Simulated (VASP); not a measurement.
# AlN (P2_1) in VASP: notebook

The runs below take AlN through single point, with PBEsol.

Program: VASP 6.6.1. These are calculated values, not measurements. Logs are shortened: lines on timing, memory, paths and dates and some standing lists are left out, and cuts for length are marked.

### Step 1. The cell of the first run

It takes space group P2_1 (No. 4, monoclinic). Conventional cell: a = 3.114 Å, b = 4.983 Å, c = 3.114 Å, α = 90.00°, β = 120.00°, γ = 90.00°. Within 2.5 Å of Al (site symmetry 1) lie 4 N at 1.85 to 1.97 Å. N (site symmetry 1) has 4 Al at 1.85 to 1.97 Å within 2.5 Å.

### Step 2. Single point, PBEsol (atoms displaced along several vibrational modes)

Contents of INCAR:

```
SYSTEM = AlN
  PREC = Accurate
  ENCUT = 520
  EDIFF = 1E-6
  ISMEAR = 0
  SIGMA = 0.05
  LREAL = .False.
  LASPH = .True.
  NELM = 80
  ALGO = Normal
  ISIF = 2
  LWAVE = .False.
  LCHARG = .True.
  GGA = PS
  LELF = .True.
  LVHAR = .True.
  NBANDS = 26
```

Contents of KPOINTS:

```
regular mesh
0
Gamma
  8 8 8
  0 0 0
```

Contents of POSCAR:

```
AlN
1.0
   -3.1135599857      0.0000000000      0.0000000000
    0.0000000000      5.3928440876      0.0000000000
    1.5567799928     -2.6964220438     -4.9833504711
Al N
4 4
Direct
    1.0105527308      0.3277655947      0.9984946880
    0.5105527308      0.8277655947      0.9984946880
    0.2379419572      0.9207290933      0.4984946880
    0.7379419572      0.4207290933      0.4984946880
    0.7981504140      0.1311996364      0.6165008612
    0.2981504140      0.6311996364      0.6165008612
    0.0683504472      0.7353012248      0.1165008612
    0.5683504472      0.2353012248      0.1165008612
```

Potentials or basis: VASP PAW PBE potentials, release 64 (Al, N).

Run with:

```console
$ cat potpaw_PBE.64/Al/POTCAR potpaw_PBE.64/N/POTCAR > POTCAR
$ mpirun -np 1 vasp_std > vasp.out
```

OUTCAR:

```text
SYSTEM = AlN
   PREC = Accurate
   ENCUT = 520
   EDIFF = 1E-6
   ISMEAR = 0
   LREAL = .False.
   LASPH = .True.
   NELM = 80
   ISIF = 2
   GGA = PS

 ion  position               nearest neighbor table
   1  0.011  0.328  0.998-   8 1.85   8 1.86   5 1.91   7 1.97   3 3.02   4 3.02   4 3.09   3 3.09
                             3 3.10   4 3.10   2 3.11   2 3.11   2 3.11   2 3.11
   2  0.511  0.828  0.998-   7 1.85   7 1.86   6 1.91   8 1.97   4 3.02   3 3.02   3 3.09   4 3.09
                             4 3.10   3 3.10   1 3.11   1 3.11   1 3.11   1 3.11
   3  0.238  0.921  0.498-   5 1.85   5 1.86   7 1.91   6 1.97   1 3.02   2 3.02   2 3.09   1 3.09
                             1 3.10   2 3.10   4 3.11   4 3.11   4 3.11   4 3.11
   4  0.738  0.421  0.498-   6 1.85   6 1.86   8 1.91   5 1.97   2 3.02   1 3.02   1 3.09   2 3.09
                             2 3.10   1 3.10   3 3.11   3 3.11   3 3.11   3 3.11
   5  0.798  0.131  0.617-   3 1.85   3 1.86   1 1.91   4 1.97
   6  0.298  0.631  0.617-   4 1.85   4 1.86   2 1.91   3 1.97
   7  0.068  0.735  0.117-   2 1.85   2 1.86   3 1.91   1 1.97
   8  0.568  0.235  0.117-   1 1.85   1 1.86   4 1.91   2 1.97

  LATTYP: Found a body centered orthorhombic cell.
 ALAT       =     3.1135599857
 B/A-ratio  =     1.7320508076
 C/A-ratio  =     3.2010627667

  Lattice vectors:

 A1 = (  -1.5567799928,   2.6964220438,   4.9833504711)
 A2 = (   1.5567799929,  -2.6964220438,   4.9833504711)
 A3 = (   1.5567799928,   2.6964220438,  -4.9833504711)

Analysis of symmetry for initial positions (statically):
=====================================================================
 Subroutine PRICEL returns following result:

  LATTYP: Found a hexagonal cell.
 ALAT       =     3.1135599857
 C/A-ratio  =     1.6005313834

  Lattice vectors:

 A1 = (   3.1135599857,  -0.0000000000,   0.0000000000)
 A2 = (  -1.5567799929,  -2.6964220438,   0.0000000000)
 A3 = (  -0.0000000000,   0.0000000000,  -4.9833504711)

   2 primitive cells build up your supercell.

 Routine SETGRP: Setting up the symmetry group for a
 body centered orthorhombic supercell.

 Subroutine GETGRP returns: Found  2 space group operations
 (whereof  1 operations were pure point group operations)
 out of a pool of  8 trial point group operations.

The static configuration has the point symmetry C_1 .
 The point group associated with its full space group is C_2 .

Analysis of symmetry for dynamics (positions and initial velocities):
=====================================================================
 Subroutine PRICEL returns following result:

[... 131 lines left out ...]
   ISYM   =      2    0-nonsym 1-usesym 2-fastsym
   POTIM  = 0.5000    time-step for ionic-motion
   TEBEG  =    0.0;   TEEND  =   0.0 temperature during run
   PSTRESS=    0.0 pullay stress
   NELECT =      32.0000    total number of electrons
   NUPDOWN=      -1.0000    fix difference up-down
   EMIN   =  10.00;   EMAX   =-10.00  energy-range for DOS
   EFERMI =   0.00;   METHOD = LEGACY
   ISMEAR =     0;   SIGMA  =   0.05  broadening in eV -4-tet -1-fermi 0-gaus
   EFERMI_NEDOS =   21; number of points for ismear=-14 and -15
   IALGO  =     38    algorithm
   IMIX   =      4    mixing-type and parameters
     AMIX     =   0.40;   BMIX     =  1.00
     AMIX_MAG =   1.60;   BMIX_MAG =  1.00
  volume/ion in A,a.u.               =      10.46        70.58
  Fermi-wavevector in a.u.,A,eV,Ry     =   1.188300  2.245561 19.212190  1.412056
  Thomas-Fermi vector in A             =   2.324432
   LORBIT       =      0    0 simple, 1 ext, 2 COOP (PROOUT), +10 PAW based schemes
   GGA     = PS    functional components
   LHFCALC =     F    Hartree Fock is set to
   AEXX    =    0.0000 exact exchange contribution
   IVDW    =     0    specifies the selected vdW correction
   LEPSILON=     F    determine dielectric tensor
   LRPA    =     F    only Hartree local field effects (RPA)
 non-spin polarized calculation
 Gauss-broadening in eV      SIGMA  =   0.05
  energy-cutoff  :      520.00
  volume of cell :       83.68
 maximum number of plane-waves:      2272
   NGX = 11   NGY = 21   NGZ = 21

 number of electron      31.9999998 magnetization

 Free energy of the ion-electron system (eV)
  ---------------------------------------------------
  ext. energy  EPLUGINS =         0.00000000
  ---------------------------------------------------
  free energy    TOTEN  =       -62.42700829 eV

  energy without entropy =      -62.42700829  energy(sigma->0) =      -62.42700829

 E-fermi :   6.3545     XC(G=0): -11.0993

 val. band max:        6.0666546160   @ k =   0.0000   0.0000   0.0000
 cond. band min:      10.1412771245   @ k =   0.0000   0.0000   0.0000
 fundamental gap:      4.0746225085
 Fermi energy:         6.3545048833

 k-point     1 :       0.0000    0.0000    0.0000
  band No.  band energies     occupation
      1      -9.1143      2.00000
      2      -6.9339      2.00000
      3      -6.7575      2.00000
      4      -6.7575      2.00000
      5      -0.0015      2.00000
      6       0.5291      2.00000
[... 685 lines left out ...]
     25      16.8939      0.00000
     26      17.1803      0.00000

 [... further k-points ...]

------------------------ aborting loop because EDIFF is reached ----------------------------------------

  FORCE on cell =-STRESS in cart. coord.  units (eV):
  Direction    XX          YY          ZZ          XY          YZ          ZX
  --------------------------------------------------------------------------------------
  -------------------------------------------------------------------------------------
  Total        3.6786783     -2.4984555      0.1982575      0.0044670      0.0000000      0.0000000
  in kB       70.4378122    -47.8393932      3.7961522      0.0855329      0.0000000      0.0000000
  external PRESSURE =       8.7981904 kB  Pullay stress =       0.0000000 kB

 VOLUME and BASIS-vectors are now :
 -----------------------------------------------------------------------------
  energy-cutoff  :      520.00
  volume of cell :       83.68
      direct lattice vectors                 reciprocal lattice vectors
    -3.113559986  0.000000000  0.000000000    -0.321175762  0.000000000 -0.100334103
     0.000000000  5.392844088  0.000000000     0.000000000  0.185430912 -0.100334103
     1.556779993 -2.696422044 -4.983350471     0.000000000  0.000000000 -0.200668206

 POSITION                                       TOTAL-FORCE (eV/Angst)
 -----------------------------------------------------------------------------------
      1.52158     -0.92477     -4.97585         0.213229      0.951564      0.103498
     -0.03520      1.77165     -4.97585         0.213229      0.951564      0.103498
      0.03520      3.62120     -2.48417        -0.213229     -0.951564      0.103498
     -1.52158      0.92477     -2.48417        -0.213229     -0.951564      0.103498
     -1.52533     -0.95481     -3.07224        -0.086411      1.070049     -0.103498
      0.03145      1.74161     -3.07224        -0.086411      1.070049     -0.103498
     -0.03145      3.65123     -0.58056         0.086411     -1.070049     -0.103498
     -1.58823      0.95481     -0.58056         0.086411     -1.070049     -0.103498
 -----------------------------------------------------------------------------------
    total drift:                                0.000028     -0.000023      0.000953

  FREE ENERGIE OF THE ION-ELECTRON SYSTEM (eV)
  ---------------------------------------------------
  free  energy   TOTEN  =       -62.4270082897 eV

  energy  without entropy=      -62.4270082897  energy(sigma->0) =      -62.42700829
```

Run time: 1.9 min. Hardware: 1 thread of Intel Xeon 6975P-C (Granite Rapids), shared host; peak memory 0.36 GiB.

Results:

```
Free energy            : -62.4270 eV
Pressure               : 0.9 GPa
Largest force          : 1.079 eV/Å
Band gap on the k mesh : 4.07 eV
```

Forces on the atoms (eV/Å):
```
Al   0.213  0.952  0.103
Al   0.213  0.952  0.103
Al  -0.213 -0.952  0.103
Al  -0.213 -0.952  0.103
N   -0.086  1.070 -0.103
N   -0.086  1.070 -0.103
N    0.086 -1.070 -0.103
N    0.086 -1.070 -0.103
```

Levels at points of the mesh, in eV from the valence-band top:
| k point | band 14 | band 15 | band 16 | band 17 | band 18 | band 19 |
| --- | --- | --- | --- | --- | --- | --- |
| (0.00, 0.00, 0.00) | -0.36 | -0.14 | 0.00 | 4.07 | 5.36 | 5.36 |
| (0.50, 0.00, 0.00) | -1.94 | -0.98 | -0.98 | 6.14 | 6.14 | 7.10 |
| (0.00, 0.50, 0.00) | -0.80 | -0.65 | -0.65 | 5.98 | 5.98 | 7.27 |
| (0.50, 0.50, 0.00) | -1.29 | -1.29 | -0.65 | 5.01 | 5.01 | 5.68 |
| (0.50, 0.50, 0.50) | -1.33 | -1.33 | -0.66 | 5.09 | 5.09 | 5.53 |
| (0.00, 0.00, 0.50) | -0.74 | -0.41 | -0.41 | 5.23 | 5.78 | 6.31 |

Caveat: the cell differs from its parent crystal (atoms displaced along several vibrational modes); the stress differs along the axes, from -5 to 7 GPa; the PAW data sets were made with another functional, which shifts forces and pressure a little. A k mesh can miss the band edges.

### Step 3. Single point, PBEsol (atoms displaced along several vibrational modes)

Contents of INCAR:

```
SYSTEM = AlN
ALGO = Normal
EDIFF = 1E-7
ENCUT = 520
GGA = PS
ISIF = 2
ISMEAR = 0
LASPH = .TRUE.
LCHARG = .FALSE.
LREAL = .FALSE.
LWAVE = .FALSE.
NBANDS = 26
NELM = 80
PREC = Accurate
SIGMA = 0.05
```

Contents of KPOINTS:

```
k-points
0
G
  8 8 8
  0 0 0
```

Contents of POSCAR:

```
AlN
1.0
   -3.1135599857      0.0000000000      0.0000000000
    0.0000000000      5.3928440876      0.0000000000
    1.5567799928     -2.6964220438     -4.9833504711
Al N
4 4
Direct
    1.0105479259      0.3373909551      0.9984850782
    0.5105479259      0.8373909551      0.9984850782
    0.2379371523      0.9110941231      0.4984850782
    0.7379371523      0.4110941231      0.4984850782
    0.7981596697      0.1519771472      0.6165193726
    0.2981596697      0.6519771472      0.6165193726
    0.0683597029      0.7145422254      0.1165193726
    0.5683597029      0.2145422254      0.1165193726
```

Potentials or basis: VASP PAW PBE potentials, release 64 (Al, N).

Run with:

```console
$ cat potpaw_PBE.64/Al/POTCAR potpaw_PBE.64/N/POTCAR > POTCAR
$ mpirun -np 1 vasp_std > vasp.out
```

Run time: 2.3 min. Hardware: 1 thread of Intel Xeon 6975P-C (Granite Rapids), shared host; peak memory 0.36 GiB.

The run converged. Its results:

- Free energy: -62.3897 eV
- Pressure: 1.0 GPa
- Largest force: 1.443 eV/Å
- Band gap on the k mesh: 4.08 eV

Forces in eV/Å, atoms in the order of the input:
```
Al   0.176 -1.289  0.123
Al   0.176 -1.289  0.123
Al  -0.176  1.289  0.123
Al  -0.176  1.289  0.123
N   -0.092 -1.435 -0.123
N   -0.092 -1.435 -0.123
N    0.092  1.435 -0.123
N    0.092  1.435 -0.123
```

Stress tensor (GPa, compression positive):
```
-5.71 -0.23  0.00
-0.23  8.36  0.00
 0.00  0.00  0.46
```

Levels at points of the mesh, in eV from the valence-band top:
| k point | band 13 | band 14 | band 15 | band 16 | band 17 | band 18 | band 19 | band 20 |
| --- | --- | --- | --- | --- | --- | --- | --- | --- |
| (0.00, 0.00, 0.00) | -0.68 | -0.35 | -0.14 | 0.00 | 4.08 | 4.98 | 4.98 | 6.52 |
| (0.50, 0.00, 0.00) | -2.22 | -2.22 | -0.83 | -0.83 | 5.89 | 5.89 | 7.20 | 7.20 |
| (0.00, 0.50, 0.00) | -0.67 | -0.67 | -0.49 | -0.49 | 5.78 | 5.78 | 7.24 | 7.24 |
| (0.50, 0.50, 0.00) | -1.55 | -1.37 | -1.37 | -0.77 | 5.19 | 5.19 | 5.24 | 5.77 |
| (0.50, 0.50, 0.50) | -1.56 | -1.50 | -1.50 | -0.83 | 5.31 | 5.31 | 5.63 | 5.70 |
| (0.00, 0.00, 0.50) | -0.73 | -0.58 | -0.42 | -0.42 | 5.52 | 6.09 | 6.32 | 6.32 |

Caveat: the cell differs from its parent crystal (atoms displaced along several vibrational modes); the stress differs along the axes, from -6 to 8 GPa; the PAW data sets were made with another functional, which shifts forces and pressure a little. A k mesh can miss the band edges.
